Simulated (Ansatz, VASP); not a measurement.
# Two plane-wave programs on K2S

```
K S
1.0
     0.00000    3.69550    3.69550
     3.69550    0.00000    3.69550
     3.69550    3.69550    0.00000
K S
2 1
Direct
  0.25000 0.25000 0.25000
  0.75000 0.75000 0.75000
  0.00000 0.00000 0.00000
```

Alike in both runs: task electric field gradients; functional PBE; k mesh 9 × 9 × 9; occupations fermi-dirac, width 0.01 eV; no spin polarisation.

|  | VASP | Ansatz |
| --- | --- | --- |
| version | VASP 6.6.1 | Ansatz 0.2.0 |
| potentials or method | VASP PAW PBE potentials, release 64 (K_sv, S) | PAW with Ansatz's default frozen-core files, scalar-relativistic |
| plane-wave cutoff (eV) | 400 | 420 |
| valence electrons in the cell | 24 | 24 |

|  | VASP | Ansatz | Ansatz less VASP |
| --- | --- | --- | --- |
| gap on the k mesh at the Fermi level (eV) | 2.40 | 2.40 | +0.002 |
| pressure (GPa) | 0.6 | 0.6 | -0.05 |

The functional is the same, so the differences come from potentials, cutoffs and numerics.
